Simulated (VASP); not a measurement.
Te, 3 atoms in the cell. It takes space group C2/m (No. 12, monoclinic). Conventional cell: a = 7.641 Å, b = 4.296 Å, c = 5.977 Å, α = 90.00°, β = 90.90°, γ = 90.00°. Within 4.1 Å of Te (site symmetry 2/m) lie 6 Te at 3.09 to 3.31 Å. Within 4.0 Å of Te (site symmetry m) lie 6 Te at 3.03 to 3.47 Å. 

```yaml
Program: VASP 6.6.1
Task: single point
Functional: PBE
Potentials_or_basis: VASP PAW PBE potentials, release 64 (Te)
Cutoff: 500 eV
k_mesh: 3 × 3 × 2
Occupations: gaussian, width 0.01 eV
Spin: no spin polarisation
Dipole_correction: no
Further_INCAR_settings: ALGO = Normal; EDIFF = 1e-06; NBANDS = 16
```

Potentials or basis: VASP PAW PBE potentials, release 64 (Te).

The run is started by

```console
$ cat potpaw_PBE.64/Te/POTCAR > POTCAR
$ mpirun -np 1 vasp_std > vasp.out
```

Hardware: 1 thread of Intel(R) Xeon(R) 6975P-C (Granite Rapids), with other jobs on the host.

How long does it take, and how much memory?

It took 9 s on 1 thread of Intel(R) Xeon(R) 6975P-C (Granite Rapids), on a shared host, peak memory 0.2 GiB. Counts: scf iterations 11, k points 8.
